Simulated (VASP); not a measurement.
**OsRh: single point with PBE**

OsRh:

```
Os Rh
1.0
     3.07571    0.00000    0.00000
     0.00000    3.07571    0.00000
     0.00000    0.00000    3.07571
Os Rh
1 1
Direct
  0.00000 0.00000 0.00000
  0.50000 0.50000 0.50000
```

```
Program                : VASP 6.6.1
Task                   : single point
Functional             : PBE
Potentials or basis    : VASP PAW PBE potentials, release 64 (Os, Rh_pv)
Cutoff                 : 520 eV
k mesh                 : 18 × 18 × 18
Occupations            : gaussian, width 0.1 eV
Spin                   : no spin polarisation
Dipole correction      : no
Further INCAR settings : ALGO = Normal; EDIFF = 1e-06; NBANDS = 18
```

```yaml
Pressure: 0.0 GPa
Band_gap_on_the_k_mesh: zero (an odd number of electrons rules out a gap without spin polarisation)
```

Levels at points of the mesh, in eV from the Fermi level:
```
           k point  band 7  band 8  band 9  band 10  band 11  band 12  band 13  band 14  band 15  band 16
(0.00, 0.00, 0.00)   -3.00   -3.00   -3.00    -0.24    -0.24     1.79     1.79     1.79     8.63     8.63
(0.50, 0.00, 0.00)   -3.70   -2.50   -2.50    -1.85    -1.85    -1.48    -0.28     0.83     1.81    15.94
(0.50, 0.50, 0.00)   -4.68   -0.52   -0.46    -0.11     0.63     0.63     1.07     2.33     2.33     7.57
(0.50, 0.50, 0.50)   -3.96   -3.96   -3.96    -0.39    -0.39     1.18     1.18     6.70     8.46     9.53
```

Run time: 34 s on 1 thread of Intel(R) Xeon(R) Platinum 8559C (Emerald Rapids) (shared host), peak memory 0.23 GiB.

Caveat: spin-orbit coupling is left out, which moves the levels of the heavy elements.
